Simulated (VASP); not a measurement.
# NbAs (I4_1md) in VASP: single point with LDA

Aim: the single point of NbAs with LDA.

Program: VASP 6.6.1. These are calculated values, not measurements. Logs are shortened: lines on timing, memory, paths and dates and some standing lists are left out, and cuts for length are marked.

**1. The cell of the first run**

Symmetry: I4_1md, No. 109, tetragonal system. The conventional cell has a = 3.418 Å, b = 3.418 Å, c = 11.528 Å, α = 90.00°, β = 90.00°, γ = 90.00°. Within 3.5 Å of Nb (site symmetry 2mm) lie 6 As at 2.59 Å and 8 Nb at 3.35 to 3.42 Å. As (site symmetry 2mm) has 6 Nb at 2.59 Å and 8 As at 3.35 to 3.42 Å within 3.5 Å.

**2. Single point, LDA**

Input file INCAR:

```
SYSTEM = NbAs
  PREC = Accurate
  ENCUT = 520
  EDIFF = 1E-6
  ISMEAR = 0
  SIGMA = 0.15
  LREAL = .False.
  LASPH = .True.
  NELM = 80
  ALGO = Normal
  ISIF = 2
  LWAVE = .False.
  LCHARG = .False.
  NBANDS = 26
```

Input file KPOINTS:

```
Automatic mesh
0
Gamma
  14 14 14
  0 0 0
```

Input file POSCAR:

```
NbAs
1.0
   -1.7089437786      1.7089437786      5.7642489817
    1.7089437786     -1.7089437786      5.7642489817
    1.7089437786      1.7089437786     -5.7642489817
Nb As
2 2
Direct
    0.7487445729      0.7487445729      0.0000000000
    0.4987445729      0.9987445729      0.5000000000
    0.1672554271      0.1672554271      0.0000000000
    0.9172554271      0.4172554271      0.5000000000
```

Potentials or basis: VASP PAW LDA potentials, release 64 (Nb_sv, As).

Command:

```
> cat potpaw_LDA.64/Nb_sv/POTCAR potpaw_LDA.64/As/POTCAR > POTCAR
> mpirun -np 1 vasp_std > vasp.out
```

OUTCAR:

```text
SYSTEM = NbAs
   PREC = Accurate
   ENCUT = 520
   EDIFF = 1E-6
   ISMEAR = 0
   LREAL = .False.
   LASPH = .True.
   NELM = 80
   ISIF = 2

 ion  position               nearest neighbor table
   1  0.749  0.749  0.000-   4 2.59   4 2.59   3 2.59   3 2.59   3 2.59   3 2.59
   2  0.499  0.999  0.500-   3 2.59   3 2.59   4 2.59   4 2.59   4 2.59   4 2.59
   3  0.167  0.167  0.000-   2 2.59   2 2.59   1 2.59   1 2.59   1 2.59   1 2.59
   4  0.917  0.417  0.500-   1 2.59   1 2.59   2 2.59   2 2.59   2 2.59   2 2.59

  LATTYP: Found a body centered tetragonal cell.
 ALAT       =     3.4178875572
 C/A-ratio  =     3.3729892428

  Lattice vectors:

 A1 = (  -1.7089437786,   1.7089437786,   5.7642489817)
 A2 = (   1.7089437786,  -1.7089437786,   5.7642489817)
 A3 = (   1.7089437786,   1.7089437786,  -5.7642489817)

Analysis of symmetry for initial positions (statically):
=====================================================================
 Subroutine PRICEL returns:
 Original cell was already a primitive cell.

 Routine SETGRP: Setting up the symmetry group for a
 body centered tetragonal supercell.

 Subroutine GETGRP returns: Found  8 space group operations
 (whereof  4 operations were pure point group operations)
 out of a pool of 16 trial point group operations.

The static configuration has the point symmetry C_2v.
 The point group associated with its full space group is C_4v.

Analysis of symmetry for dynamics (positions and initial velocities):
=====================================================================
 Subroutine PRICEL returns:
 Original cell was already a primitive cell.

 Routine SETGRP: Setting up the symmetry group for a
 body centered tetragonal supercell.

 Subroutine GETGRP returns: Found  8 space group operations
 (whereof  4 operations were pure point group operations)
 out of a pool of 16 trial point group operations.

The dynamic configuration has the point symmetry C_2v.
 The point group associated with its full space group is C_4v.

 Subroutine INISYM returns: Found  8 space group operations
 (whereof  4 operations are pure point group operations),
 and found     1 'primitive' translations

----------------------------------------------------------------------------------------

                                     Primitive cell

  volume of cell :      67.3377

  direct lattice vectors                    reciprocal lattice vectors
    -1.708943779  1.708943779  5.764248982     0.000000000  0.292578379  0.086741569
     1.708943779 -1.708943779  5.764248982     0.292578379  0.000000000  0.086741569
     1.708943779  1.708943779 -5.764248982     0.292578379  0.292578379  0.000000000

  length of vectors
     6.250403507  6.250403507  6.250403507     0.305165869  0.305165869  0.413768311

  position of ions in fractional coordinates (direct lattice)
     0.748744573  0.748744573  0.000000000
     0.498744573  0.998744573  0.500000000
     0.167255427  0.167255427  0.000000000
     0.917255427  0.417255427  0.500000000

  ion indices of the primitive-cell ions
   primitive index   ion index
                 1           1
                 2           2
                 3           3
                 4           4

----------------------------------------------------------------------------------------

 KPOINTS: Automatic mesh

Automatic generation of k-mesh.
 Grid dimensions read from file:
 generate k-points for:   14   14   14

 Generating k-lattice:

  Cartesian coordinates                     Fractional coordinates (reciprocal lattice)
     0.000000000  0.020898456  0.006195826     0.071428571 -0.000000000  0.000000000
     0.020898456  0.000000000  0.006195826    -0.000000000  0.071428571  0.000000000
     0.020898456  0.020898456  0.000000000     0.000000000  0.000000000  0.071428571

  Length of vectors
     0.021797562  0.021797562  0.029554879

  Shift w.r.t. Gamma in fractional coordinates (k-lattice)
     0.000000000  0.000000000  0.000000000

 Subroutine IBZKPT returns following result:
 ===========================================

 Found    244 irreducible k-points:

 Following reciprocal coordinates:
            Coordinates               Weight
  0.000000  0.000000  0.000000      1.000000
  0.071429 -0.000000  0.000000      8.000000
  0.142857  0.000000 -0.000000      8.000000
  0.214286  0.000000  0.000000      8.000000
  0.285714  0.000000  0.000000      8.000000
  0.357143 -0.000000  0.000000      8.000000
[... 16 lines left out ...]
  0.214286  0.142857  0.000000     16.000000
  0.285714  0.142857  0.000000     16.000000
 [... further k-points ...]
   k-points           NKPTS =    244   k-points in BZ     NKDIM =    244   number of bands    NBANDS=     26
   number of dos      NEDOS =    301   number of ions     NIONS =      4
   total plane-waves  NPLWV = 110592
   dimension x,y,z NGX =    48 NGY =   48 NGZ =   48
   dimension x,y,z NGXF=    96 NGYF=   96 NGZF=   96
   ions per type =               2   2
   NGX,Y,Z   is equivalent  to a cutoff of  12.77, 12.77, 12.77 a.u.
   NGXF,Y,Z  is equivalent  to a cutoff of  25.53, 25.53, 25.53 a.u.
 SYSTEM =  NbAs
   PREC   = accura    normal or accurate (medium, high low for compatibility)
   ISTART =      0    job   : 0-new  1-cont  2-samecut
   ICHARG =      2    charge: 1-file 2-atom 10-const
   ISPIN  =      1    spin polarized calculation?
   LNONCOLLINEAR =      F non collinear calculations
   LSORBIT =      F    spin-orbit coupling
   LASPH  =      T    aspherical Exc in radial PAW
   ENCUT  =  520.0 eV  38.22 Ry    6.18 a.u.  11.62 11.62 11.62*2*pi/ulx,y,z
   NELM   =     80;   NELMIN=  2; NELMDL= -5     # of ELM steps
   EDIFF  = 0.1E-05   stopping-criterion for ELM
   LREAL  =      F    real-space projection
[... 7 lines left out ...]
   TEBEG  =    0.0;   TEEND  =   0.0 temperature during run
   PSTRESS=    0.0 pullay stress
   NELECT =      36.0000    total number of electrons
   NUPDOWN=      -1.0000    fix difference up-down
   EMIN   =  10.00;   EMAX   =-10.00  energy-range for DOS
   EFERMI =   0.00;   METHOD = LEGACY
   ISMEAR =     0;   SIGMA  =   0.15  broadening in eV -4-tet -1-fermi 0-gaus
   EFERMI_NEDOS =   21; number of points for ismear=-14 and -15
   IALGO  =     38    algorithm
   IMIX   =      4    mixing-type and parameters
     AMIX     =   0.40;   BMIX     =  1.00
     AMIX_MAG =   1.60;   BMIX_MAG =  1.00
  volume/ion in A,a.u.               =      16.83       113.60
  Fermi-wavevector in a.u.,A,eV,Ry     =   1.328688  2.510856 24.019874  1.765411
  Thomas-Fermi vector in A             =   2.457906
   LORBIT       =      0    0 simple, 1 ext, 2 COOP (PROOUT), +10 PAW based schemes
   GGA     = CA    functional components
   LHFCALC =     F    Hartree Fock is set to
   AEXX    =    0.0000 exact exchange contribution
   IVDW    =     0    specifies the selected vdW correction
   LEPSILON=     F    determine dielectric tensor
   LRPA    =     F    only Hartree local field effects (RPA)
 non-spin polarized calculation
 Gauss-broadening in eV      SIGMA  =   0.15
  energy-cutoff  :      520.00
  volume of cell :       67.34
 maximum number of plane-waves:      1833
   NGX = 23   NGY = 23   NGZ = 23

 number of electron      36.0000001 magnetization

 Free energy of the ion-electron system (eV)
  ---------------------------------------------------
  ext. energy  EPLUGINS =         0.00000000
  ---------------------------------------------------
  free energy    TOTEN  =       -36.38199891 eV

  energy without entropy =      -36.37514459  energy(sigma->0) =      -36.37857175

 E-fermi :   9.9857     XC(G=0): -12.1769

 val. band max:        9.9776475099   @ k =  -0.2857   0.5000   0.2857
 cond. band min:       9.9912541416   @ k =  -0.0714  -0.4286   0.0714
 fundamental gap:      0.0136066317
 Fermi energy:         9.9856581686

 k-point     1 :       0.0000    0.0000    0.0000
  band No.  band energies     occupation
      1     -44.7390      2.00000
      2     -44.7041      2.00000
      3     -21.1646      2.00000
      4     -21.0294      2.00000
      5     -21.0294      2.00000
      6     -20.8652      2.00000
[... 18 lines left out ...]
     25      14.0364      0.00000
     26      14.0393      0.00000

 k-point     2 :       0.0714   -0.0000    0.0000
  band No.  band energies     occupation
      1     -44.7380      2.00000
      2     -44.7037      2.00000
      3     -21.1605      2.00000
      4     -21.0412      2.00000
      5     -21.0283      2.00000
      6     -20.8770      2.00000
[... 18 lines left out ...]
     25      14.1629      0.00000
     26      14.2673      0.00000

 k-point     3 :       0.1429    0.0000   -0.0000
  band No.  band energies     occupation
      1     -44.7351      2.00000
      2     -44.7027      2.00000
      3     -21.1506      2.00000
      4     -21.0720      2.00000
      5     -21.0252      2.00000
      6     -20.9084      2.00000
[... 18 lines left out ...]
     25      14.3899      0.00000
     26      14.8362      0.00000

 k-point     4 :       0.2143    0.0000    0.0000
  band No.  band energies     occupation
      1     -44.7307      2.00000
      2     -44.7014      2.00000
      3     -21.1540      2.00000
      4     -21.0982      2.00000
      5     -21.0207      2.00000
      6     -20.9511      2.00000
[... 18 lines left out ...]
     25      14.5898      0.00000
     26      15.5295      0.00000

 k-point     5 :       0.2857    0.0000    0.0000
  band No.  band energies     occupation
      1     -44.7256      2.00000
      2     -44.7001      2.00000
      3     -21.1956      2.00000
      4     -21.0906      2.00000
      5     -21.0156      2.00000
      6     -20.9933      2.00000
[... 18 lines left out ...]
     25      14.5676      0.00000
     26      16.1210      0.00000

 k-point     6 :       0.3571   -0.0000    0.0000
  band No.  band energies     occupation
      1     -44.7208      2.00000
      2     -44.6992      2.00000
      3     -21.2420      2.00000
      4     -21.0858      2.00000
      5     -21.0159      2.00000
      6     -21.0110      2.00000
[... 427 lines left out ...]
 k-point    21 :      -0.0714    0.0714    0.0000
  band No.  band energies     occupation
      1     -44.7372      2.00000
      2     -44.7032      2.00000
      3     -21.1585      2.00000
      4     -21.0417      2.00000
      5     -21.0380      2.00000
      6     -20.8774      2.00000
[... 18 lines left out ...]
     25      13.9189      0.00000
     26      14.4679      0.00000

 k-point    22 :       0.1429    0.1429    0.0000
  band No.  band energies     occupation
      1     -44.7304      2.00000
      2     -44.7021      2.00000
      3     -21.1318      2.00000
      4     -21.0770      2.00000
      5     -21.0576      2.00000
      6     -20.9076      2.00000
[... 18 lines left out ...]
     25      14.0874      0.00000
     26      14.8100      0.00000

 k-point    23 :       0.2143    0.1429    0.0000
  band No.  band energies     occupation
      1     -44.7258      2.00000
      2     -44.7010      2.00000
      3     -21.1413      2.00000
      4     -21.0941      2.00000
      5     -21.0544      2.00000
      6     -20.9440      2.00000
[... 18 lines left out ...]
     25      14.4782      0.00000
     26      15.1019      0.00000

 k-point    24 :       0.2857    0.1429    0.0000
  band No.  band energies     occupation
      1     -44.7206      2.00000
      2     -44.6998      2.00000
      3     -21.1881      2.00000
      4     -21.0858      2.00000
      5     -21.0460      2.00000
      6     -20.9822      2.00000
[... 18 lines left out ...]
     25      14.6918      0.00000
     26      15.4630      0.00000

 [... further k-points ...]

------------------------ aborting loop because EDIFF is reached ----------------------------------------

  FORCE on cell =-STRESS in cart. coord.  units (eV):
  Direction    XX          YY          ZZ          XY          YZ          ZX
  --------------------------------------------------------------------------------------
  -------------------------------------------------------------------------------------
  Total        0.1660705      0.1660705      0.1241578      0.0000000      0.0000000      0.0000000
  in kB        3.9513432      3.9513432      2.9541065      0.0000000      0.0000000      0.0000000
  external PRESSURE =       3.6189309 kB  Pullay stress =       0.0000000 kB

 VOLUME and BASIS-vectors are now :
 -----------------------------------------------------------------------------
  energy-cutoff  :      520.00
  volume of cell :       67.34
      direct lattice vectors                 reciprocal lattice vectors
    -1.708943779  1.708943779  5.764248982     0.000000000  0.292578379  0.086741569
     1.708943779 -1.708943779  5.764248982     0.292578379  0.000000000  0.086741569
     1.708943779  1.708943779 -5.764248982     0.292578379  0.292578379  0.000000000

 POSITION                                       TOTAL-FORCE (eV/Angst)
 -----------------------------------------------------------------------------------
      0.00000      0.00000      8.63190        -0.000000     -0.000000     -0.001225
      1.70894      0.00000      5.74978         0.000000      0.000000     -0.001225
      0.00000      0.00000      1.92820        -0.000000     -0.000000      0.001225
     -0.00000      1.70894      4.81033        -0.000000     -0.000000      0.001225
 -----------------------------------------------------------------------------------
    total drift:                                0.000000      0.000000     -0.000015

  FREE ENERGIE OF THE ION-ELECTRON SYSTEM (eV)
  ---------------------------------------------------
  free  energy   TOTEN  =       -36.3819989103 eV

  energy  without entropy=      -36.3751445939  energy(sigma->0) =      -36.37857175
```

Wall time 20 min (1 thread of AMD EPYC 7R43 (Zen 3), shared host); peak memory 0.49 GiB.

Results:

| Item | Value |
| --- | --- |
| Free energy | -36.3820 eV |
| Pressure | 0.4 GPa |
| Band gap on the k mesh | zero (bands 18 and 19 overlap by 0.07 eV) |
